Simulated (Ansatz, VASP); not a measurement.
# Cu in VASP and in Ansatz

```
CELL_PARAMETERS angstrom
-1.44279 1.44279 1.37608
1.44279 -1.44279 1.37608
1.44279 1.44279 -1.37608
ATOMIC_POSITIONS crystal
Cu 0.00000 0.00000 0.00000
```

Alike in both runs: task single point; functional PBE; k mesh 10 × 10 × 10; occupations gaussian, width 0.2 eV; no spin polarisation.

|  | VASP | Ansatz |
| --- | --- | --- |
| version | VASP 6.6.1 | Ansatz 0.2.0 |
| potentials or method | VASP PAW PBE potentials, release 64 (Cu), cutoff 520 eV | scalar-relativistic, plane waves, PAW |
| valence electrons in the cell | 11 | 19 |

```csv
,VASP,Ansatz,Ansatz less VASP
gap on the k mesh at the Fermi level (eV),none,none,-
pressure (GPa),8.2,7.4,-0.85
"traceless stress, the component that is largest in VASP (GPa)",-1.03,-1.06,-0.035
```

A gap of «none» marks a metal or a gap that the smearing closes. With one functional, cell and mesh, what is left measures potentials, basis and numerics. VASP's potentials hold 11 valence electrons a cell and Ansatz's 19, so a difference there can come from the potentials and not from the codes.
